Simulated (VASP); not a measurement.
A run of VASP 6.6.1:

Contents of INCAR:

```
PREC = Accurate
ENCUT = 520
EDIFF = 1E-6
ISMEAR = 0
SIGMA = 0.15
LREAL = False
LASPH = True
NELM = 100
ALGO = Fast
ISIF = 2
LWAVE = False
LCHARG = True
GGA = PE
LELF = True
LVHAR = True
NBANDS = 36
```

KPOINTS

```
Automatic mesh
0
Gamma
  10 10 10
```

POSCAR

```
CoSi
1.0
    4.3643863315      0.0000000000      0.0000000000
    0.0000000000      4.3643863315      0.0000000000
    0.0000000000      0.0000000000      4.2979235955
Co Si
4 4
Direct
    0.1450189122      0.1450189122      0.1450189122
    0.3549810878      0.8549810878      0.6450189122
    0.6450189122      0.3549810878      0.8549810878
    0.8549810878      0.6450189122      0.3549810878
    0.8431597104      0.8431597104      0.8431597104
    0.6568402896      0.1568402896      0.3431597104
    0.3431597104      0.6568402896      0.1568402896
    0.1568402896      0.3431597104      0.6568402896
```

Potentials or basis: VASP PAW PBE potentials, release 64 (Co, Si).

Command:

```console
$ cat potpaw_PBE.64/Co/POTCAR potpaw_PBE.64/Si/POTCAR > POTCAR
$ mpirun -np 1 vasp_std > vasp.out
```

Hardware: 1 thread of Oxide Virtual Turin-like Processor (shared host).

How long does it take, and how much memory?

Wall time 12 min on 1 thread of Oxide Virtual Turin-like Processor, with other jobs on the host, peak memory 0.52 GiB. Counts: scf iterations 20, k points 216.
